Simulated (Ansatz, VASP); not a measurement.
# One calculation of Sb, two programs

INCAR

```
SYSTEM = Sb
ALGO = Normal ; DIPOL = 0.5 0.5 0.500
EDIFF = 1E-6 ; ENCUT = 520
GGA = PE ; IDIPOL = 3
ISIF = 2 ; ISMEAR = -1
LASPH = .True. ; LCHARG = .False.
LDIPOL = .True. ; LREAL = .False.
LWAVE = .False. ; NBANDS = 18
NELM = 60 ; PREC = Accurate
SIGMA = 0.1
```

File KPOINTS:

```
k-points
0
Gamma
  11 11 1
  0 0 0
```

File POSCAR:

```
Sb
1.0
    3.3888387676      0.0000000000      0.0000000000
   -1.6944193838      2.9348204621      0.0000000000
    0.0000000000      0.0000000000     24.3009000000
Sb
4
Direct
    0.0000000000      0.0000000000      0.3292053833
    0.3333333340      0.6666666660      0.4430684606
    0.6666666670      0.3333333330      0.5569315387
    0.0000000000      0.0000000000      0.6707946167
```

Input for Ansatz:

```yaml
crystal:
  lattice:
    - [3.3888387676, 0.0, 0.0]
    - [-1.6944193838, 2.9348204621, 0.0]
    - [0.0, 0.0, 24.3009]
  atoms:
    - { symbol: Sb, position: [0.0, 0.0, 0.3292053833] }
    - { symbol: Sb, position: [0.333333334, 0.666666666, 0.4430684606] }
    - { symbol: Sb, position: [0.666666667, 0.333333333, 0.5569315387] }
    - { symbol: Sb, position: [0.0, 0.0, 0.6707946167] }
kpoints:
  mp_grid: { grid: [11, 11, 1] }
scf:
  occupations: { method: fermi_dirac, width: 0.1 }
hamiltonian:
  xc: pbe
  pseudopotentials: { kind: paw }
output:
  forces: true
  stress: true
  eigenvalues: true
  populations: true
efield:
  axis: 3
  amplitude: 0
  dipole_correction: true
```

Alike in both runs: task single point; functional PBE; k mesh 11 × 11 × 1; occupations fermi-dirac, width 0.1 eV; no spin polarisation.

```csv
,VASP,Ansatz
version,VASP 6.6.1,Ansatz 0.2.0
potentials or method,"VASP PAW PBE potentials, release 64 (Sb)","PAW with Ansatz's default frozen-core files, scalar-relativistic"
plane-wave cutoff (eV),520,420
valence electrons in the cell,20,60
```

|  | VASP | Ansatz | Ansatz less VASP |
| --- | --- | --- | --- |
| rms of the force components (eV/Å) | 0.201 | 0.199 | -0.0017 |

Atom by atom the forces differ by 0.003 eV/Å (rms over components). The functional is the same, so the differences come from potentials, cutoffs and numerics. VASP's potentials hold 20 valence electrons a cell and Ansatz's 60, so a difference there can come from the potentials and not from the codes.

Spin-orbit coupling is off throughout.
